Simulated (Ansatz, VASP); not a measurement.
**Sb: VASP beside Ansatz**

```xyz
1
Lattice="-1.4651 1.5148 2.4800 1.5148 -1.4651 2.4800 1.4952 1.4952 -2.4499" Properties=species:S:1:pos:R:3 pbc="T T T"
Sb    0.0000    0.0000    0.0000
```

Change from the starting cell: equal xy, yz and zx shear strains of +2 %.

Alike in both runs: task single point; functional PBE; k mesh 19 × 19 × 19; occupations fermi-dirac, width 0.05 eV; no spin polarisation.

|  | VASP | Ansatz |
| --- | --- | --- |
| version | VASP 6.6.1 | Ansatz 0.2.0 |
| potentials or method | VASP PAW PBE potentials, release 64 (Sb), cutoff 520 eV | all-electron LAPW, scalar-relativistic |

|  | VASP | Ansatz | Ansatz less VASP |
| --- | --- | --- | --- |
| pressure (GPa) | 19.3 | 19.4 | +0.03 |
| traceless stress, the component that is largest in VASP (GPa) | -1.12 | -1.04 | +0.077 |

Ansatz ran all-electron here, and VASP with PAW potentials.

Neither program's run includes spin-orbit coupling.
